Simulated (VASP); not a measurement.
# BaO (Fm-3m) in VASP: single point with PBEsol

Aim: the single point of BaO with PBEsol.

Everything below comes from runs of VASP 6.6.1. Logs are shortened: lines on timing, memory, paths and dates and some standing lists are left out, and cuts for length are marked.

## 1. The cell of the first run

Symmetry: Fm-3m, No. 225, cubic system. Conventional cell: a = 4.215 Å, b = 4.215 Å, c = 4.215 Å, α = 90.00°, β = 90.00°, γ = 90.00°. Ba (site symmetry m-3m) has 6 O at 2.11 Å within 2.8 Å. Within 2.8 Å of O (site symmetry m-3m) lie 6 Ba at 2.11 Å.

## 2. Single point, PBEsol (9.36 Å³/atom)

Contents of INCAR:

```
PREC = Accurate ; ENCUT = 1340
EDIFF = 1E-6 ; ISMEAR = -1
SIGMA = 0.03 ; LREAL = F
LASPH = T ; NELM = 120
ALGO = Normal ; ISIF = 2
LWAVE = F ; LCHARG = F
GGA = PS ; NBANDS = 15
GGA_COMPAT = F
```

Contents of KPOINTS:

```
regular mesh
0
Gamma
  9 9 9
```

Contents of POSCAR:

```
BaO
1.0
    0.0000000000      2.1073509391      2.1073509391
    2.1073509391      0.0000000000      2.1073509391
    2.1073509391      2.1073509391      0.0000000000
Ba O
1 1
Direct
    0.0000000000      0.0000000000      0.0000000000
    0.5000000000      0.5000000000      0.5000000000
```

Potentials or basis: VASP PAW PBE potentials, release 64 (Ba_sv, O_h).

The run is started by

```
$ cat potpaw_PBE.64/Ba_sv/POTCAR potpaw_PBE.64/O_h/POTCAR > POTCAR
$ mpirun -np 1 vasp_std > vasp.out
```

OUTCAR:

```text
PREC = Accurate
   ENCUT = 1340
   EDIFF = 1E-6
   ISMEAR = -1
   LREAL = F
   LASPH = T
   NELM = 120
   ISIF = 2
   GGA = PS

 ion  position               nearest neighbor table
   1  0.000  0.000  0.000-   2 2.11   2 2.11   2 2.11   2 2.11   2 2.11   2 2.11
   2  0.500  0.500  0.500-   1 2.11   1 2.11   1 2.11   1 2.11   1 2.11   1 2.11

  LATTYP: Found a face centered cubic cell.
 ALAT       =     4.2147018782

  Lattice vectors:

 A1 = (   0.0000000000,   2.1073509391,   2.1073509391)
 A2 = (   2.1073509391,   0.0000000000,   2.1073509391)
 A3 = (   2.1073509391,   2.1073509391,   0.0000000000)

Analysis of symmetry for initial positions (statically):
=====================================================================
 Subroutine PRICEL returns:
 Original cell was already a primitive cell.

 Routine SETGRP: Setting up the symmetry group for a
 face centered cubic supercell.

 Subroutine GETGRP returns: Found 48 space group operations
 (whereof 48 operations were pure point group operations)
 out of a pool of 48 trial point group operations.

The static configuration has the point symmetry O_h .

Analysis of symmetry for dynamics (positions and initial velocities):
=====================================================================
 Subroutine PRICEL returns:
 Original cell was already a primitive cell.

 Routine SETGRP: Setting up the symmetry group for a
 face centered cubic supercell.

 Subroutine GETGRP returns: Found 48 space group operations
 (whereof 48 operations were pure point group operations)
 out of a pool of 48 trial point group operations.

The dynamic configuration has the point symmetry O_h .

 Subroutine INISYM returns: Found 48 space group operations
 (whereof 48 operations are pure point group operations),
 and found     1 'primitive' translations

----------------------------------------------------------------------------------------

                                     Primitive cell

  volume of cell :      18.7172

  direct lattice vectors                    reciprocal lattice vectors
     0.000000000  2.107350939  2.107350939    -0.237264706  0.237264706  0.237264706
     2.107350939  0.000000000  2.107350939     0.237264706 -0.237264706  0.237264706
     2.107350939  2.107350939  0.000000000     0.237264706  0.237264706 -0.237264706

  length of vectors
     2.980244279  2.980244279  2.980244279     0.410954525  0.410954525  0.410954525

  position of ions in fractional coordinates (direct lattice)
     0.000000000  0.000000000  0.000000000
     0.500000000  0.500000000  0.500000000

  ion indices of the primitive-cell ions
   primitive index   ion index
                 1           1
                 2           2

----------------------------------------------------------------------------------------

 KPOINTS: regular mesh

Automatic generation of k-mesh.
 Grid dimensions read from file:
 generate k-points for:    9    9    9

 Generating k-lattice:

  Cartesian coordinates                     Fractional coordinates (reciprocal lattice)
    -0.026362745  0.026362745  0.026362745     0.111111111  0.000000000  0.000000000
     0.026362745 -0.026362745  0.026362745     0.000000000  0.111111111  0.000000000
     0.026362745  0.026362745 -0.026362745     0.000000000  0.000000000  0.111111111

  Length of vectors
     0.045661614  0.045661614  0.045661614

  Shift w.r.t. Gamma in fractional coordinates (k-lattice)
     0.000000000  0.000000000  0.000000000

 Subroutine IBZKPT returns following result:
 ===========================================

 Found     35 irreducible k-points:

 Following reciprocal coordinates:
            Coordinates               Weight
  0.000000  0.000000  0.000000      1.000000
  0.111111  0.000000  0.000000      8.000000
  0.222222  0.000000  0.000000      8.000000
  0.333333  0.000000  0.000000      8.000000
  0.444444  0.000000  0.000000      8.000000
  0.111111  0.111111  0.000000      6.000000
[... 16 lines left out ...]
 -0.333333  0.333333  0.000000     12.000000
  0.444444  0.444444  0.000000      6.000000
 [... further k-points ...]
   k-points           NKPTS =     35   k-points in BZ     NKDIM =     35   number of bands    NBANDS=     15
   number of dos      NEDOS =    301   number of ions     NIONS =      2
   total plane-waves  NPLWV =  46656
   dimension x,y,z NGX =    36 NGY =   36 NGZ =   36
   dimension x,y,z NGXF=    72 NGYF=   72 NGZF=   72
   ions per type =               1   1
   NGX,Y,Z   is equivalent  to a cutoff of  20.08, 20.08, 20.08 a.u.
   NGXF,Y,Z  is equivalent  to a cutoff of  40.16, 40.16, 40.16 a.u.
 SYSTEM =  unknown system
   PREC   = accura    normal or accurate (medium, high low for compatibility)
   ISTART =      0    job   : 0-new  1-cont  2-samecut
   ICHARG =      2    charge: 1-file 2-atom 10-const
   ISPIN  =      1    spin polarized calculation?
   LNONCOLLINEAR =      F non collinear calculations
   LSORBIT =      F    spin-orbit coupling
   LASPH  =      T    aspherical Exc in radial PAW
   ENCUT  = 1340.0 eV  98.49 Ry    9.92 a.u.   8.90  8.90  8.90*2*pi/ulx,y,z
   NELM   =    120;   NELMIN=  2; NELMDL= -5     # of ELM steps
   EDIFF  = 0.1E-05   stopping-criterion for ELM
   LREAL  =      F    real-space projection
   EDIFFG = 0.1E-04   stopping-criterion for IOM
   NSW    =      0    number of steps for IOM
   IBRION =     -1    ionic relax: 0-MD 1-quasi-New 2-CG
   NFREE  =      0    steps in history (QN), initial steepest desc. (CG)
   ISIF   =      2    stress and relaxation
   ISYM   =      2    0-nonsym 1-usesym 2-fastsym
   POTIM  = 0.5000    time-step for ionic-motion
   TEBEG  =    0.0;   TEEND  =   0.0 temperature during run
   PSTRESS=    0.0 pullay stress
   NELECT =      16.0000    total number of electrons
   NUPDOWN=      -1.0000    fix difference up-down
   EMIN   =  10.00;   EMAX   =-10.00  energy-range for DOS
   EFERMI =   0.00;   METHOD = LEGACY
   ISMEAR =    -1;   SIGMA  =   0.03  broadening in eV -4-tet -1-fermi 0-gaus
   EFERMI_NEDOS =   21; number of points for ismear=-14 and -15
   IALGO  =     38    algorithm
   IMIX   =      4    mixing-type and parameters
     AMIX     =   0.40;   BMIX     =  1.00
     AMIX_MAG =   1.60;   BMIX_MAG =  1.00
  volume/ion in A,a.u.               =       9.36        63.15
  Fermi-wavevector in a.u.,A,eV,Ry     =   1.553703  2.936073 32.844362  2.413993
  Thomas-Fermi vector in A             =   2.657895
   LORBIT       =      0    0 simple, 1 ext, 2 COOP (PROOUT), +10 PAW based schemes
   GGA     = PS    functional components
   LHFCALC =     F    Hartree Fock is set to
   AEXX    =    0.0000 exact exchange contribution
   IVDW    =     0    specifies the selected vdW correction
   LEPSILON=     F    determine dielectric tensor
   LRPA    =     F    only Hartree local field effects (RPA)
 non-spin polarized calculation
  energy-cutoff  :     1340.00
  volume of cell :       18.72
 maximum number of plane-waves:      2101
   NGX = 17   NGY = 17   NGZ = 17

 number of electron      15.9999999 magnetization

 Free energy of the ion-electron system (eV)
  ---------------------------------------------------
  ext. energy  EPLUGINS =         0.00000000
  ---------------------------------------------------
  free energy    TOTEN  =         0.71457920 eV

  energy without entropy =        0.71737735  energy(sigma->0) =        0.71597827

 E-fermi :  10.9549     XC(G=0): -14.2483

 val. band max:       10.9150450979   @ k =  -0.4444   0.4444   0.1111
 cond. band min:      11.0090422825   @ k =  -0.3333   0.4444   0.2222
 fundamental gap:      0.0939971846
 Fermi energy:        10.9548536398

 k-point     1 :       0.0000    0.0000    0.0000
  band No.  band energies     occupation
      1     -21.1262      2.00000
      2      -5.0547      2.00000
      3       0.0323      2.00000
      4       0.0323      2.00000
      5       0.0323      2.00000
      6       8.4691      2.00000
      7       8.4691      2.00000
      8       8.4691      2.00000
      9      13.3119      0.00000
     10      13.3119      0.00000
     11      13.3119      0.00000
     12      18.6331      0.00000
     13      18.6331      0.00000
     14      19.4669      0.00000
     15      20.7280      0.00000

 k-point     2 :       0.1111    0.0000    0.0000
  band No.  band energies     occupation
      1     -20.8461      2.00000
      2      -6.0835      2.00000
      3       0.0285      2.00000
      4       0.0285      2.00000
      5       0.3096      2.00000
      6       7.6226      2.00000
      7       7.6226      2.00000
      8       7.9589      2.00000
      9      13.0740      0.00000
     10      13.8901      0.00000
     11      13.8901      0.00000
     12      19.8704      0.00000
     13      19.8704      0.00000
     14      21.2687      0.00000
     15      21.7402      0.00000

 k-point     3 :       0.2222    0.0000    0.0000
  band No.  band energies     occupation
      1     -20.0230      2.00000
      2      -8.3841      2.00000
      3       0.0763      2.00000
      4       0.0763      2.00000
      5       0.6363      2.00000
      6       5.9036      2.00000
      7       5.9036      2.00000
      8       6.9171      2.00000
      9      13.2899      0.00000
     10      15.5012      0.00000
     11      15.5012      0.00000
     12      22.6805      0.00000
     13      22.6805      0.00000
     14      23.2635      0.00000
     15      26.1404      0.00000

 k-point     4 :       0.3333    0.0000    0.0000
  band No.  band energies     occupation
      1     -18.7282      2.00000
      2     -11.0006      2.00000
      3       0.2778      2.00000
      4       0.2778      2.00000
      5       0.7559      2.00000
      6       4.2353      2.00000
      7       4.2353      2.00000
      8       5.9223      2.00000
      9      14.3640      0.00000
     10      17.8235      0.00000
     11      17.8235      0.00000
     12      24.2833      0.00000
     13      25.7768      0.00000
     14      25.7768      0.00000
     15      32.1277      0.00000
[... 307 lines left out ...]
 k-point    22 :      -0.4444    0.3333    0.0000
  band No.  band energies     occupation
      1     -16.0556      2.00000
      2     -11.6067      2.00000
      3      -7.0336      2.00000
      4      -2.9464      2.00000
      5      -2.5422      2.00000
      6       8.4373      2.00000
      7       8.8726      2.00000
      8      10.5278      2.00000
      9      11.3838      0.00000
     10      20.5807      0.00000
     11      23.0900      0.00000
     12      24.2608      0.00000
     13      26.2222      0.00000
     14      30.0100      0.00000
     15      32.9377      0.00000

 k-point    23 :      -0.3333    0.3333    0.0000
  band No.  band energies     occupation
      1     -15.9822      2.00000
      2     -12.3841      2.00000
      3      -6.7071      2.00000
      4      -2.0627      2.00000
      5      -1.5741      2.00000
      6       6.7260      2.00000
      7       7.6279      2.00000
      8      11.2531      0.00010
      9      13.5739      0.00000
     10      18.0222      0.00000
     11      20.7338      0.00000
     12      24.4770      0.00000
     13      27.4027      0.00000
     14      29.0700      0.00000
     15      34.2914      0.00000

 k-point    24 :       0.4444    0.4444    0.0000
  band No.  band energies     occupation
      1     -16.4566      2.00000
      2      -9.6538      2.00000
      3      -7.7150      2.00000
      4      -3.7304      2.00000
      5      -3.7304      2.00000
      6       7.3601      2.00000
      7      10.6683      1.99986
      8      10.6683      1.99986
      9      11.7554      0.00000
     10      22.6867      0.00000
     11      23.5448      0.00000
     12      26.5935      0.00000
     13      26.5935      0.00000
     14      27.3400      0.00000
     15      33.7333      0.00000

 [... further k-points ...]

------------------------ aborting loop because EDIFF is reached ----------------------------------------

  FORCE on cell =-STRESS in cart. coord.  units (eV):
  Direction    XX          YY          ZZ          XY          YZ          ZX
  --------------------------------------------------------------------------------------
  -------------------------------------------------------------------------------------
  Total       41.5932091     41.5932091     41.5932091      0.0000000      0.0000000     -0.0000000
  in kB     3560.3477702   3560.3477702   3560.3477702      0.0000000      0.0000000     -0.0000000
  external PRESSURE =    3560.3477702 kB  Pullay stress =       0.0000000 kB

 VOLUME and BASIS-vectors are now :
 -----------------------------------------------------------------------------
  energy-cutoff  :     1340.00
  volume of cell :       18.72
      direct lattice vectors                 reciprocal lattice vectors
     0.000000000  2.107350939  2.107350939    -0.237264706  0.237264706  0.237264706
     2.107350939  0.000000000  2.107350939     0.237264706 -0.237264706  0.237264706
     2.107350939  2.107350939  0.000000000     0.237264706  0.237264706 -0.237264706

 POSITION                                       TOTAL-FORCE (eV/Angst)
 -----------------------------------------------------------------------------------
      0.00000      0.00000      0.00000         0.000000      0.000000      0.000000
      2.10735      2.10735      2.10735        -0.000000     -0.000000     -0.000000
 -----------------------------------------------------------------------------------
    total drift:                                0.000000      0.000000      0.000000

  FREE ENERGIE OF THE ION-ELECTRON SYSTEM (eV)
  ---------------------------------------------------
  free  energy   TOTEN  =         0.7145792021 eV

  energy  without entropy=        0.7173773467  energy(sigma->0) =        0.71597827
```

Wall time 40 s (1 thread of Intel Xeon Platinum 8375C at 2.90GHz (Ice Lake), shared host); peak memory 0.24 GiB.

Results:

```
Free energy            : 0.7146 eV
Pressure               : 356.0 GPa
Band gap on the k mesh : zero (bands 8 and 9 overlap by 1.63 eV)
```

Caveat: the cell stands under pressure; the PAW data sets were made with another functional, which shifts forces and pressure a little; spin-orbit coupling is left out, which moves the levels of the heavy elements.

The gap in the log of VASP goes by the Fermi energy; the results here count the filled bands.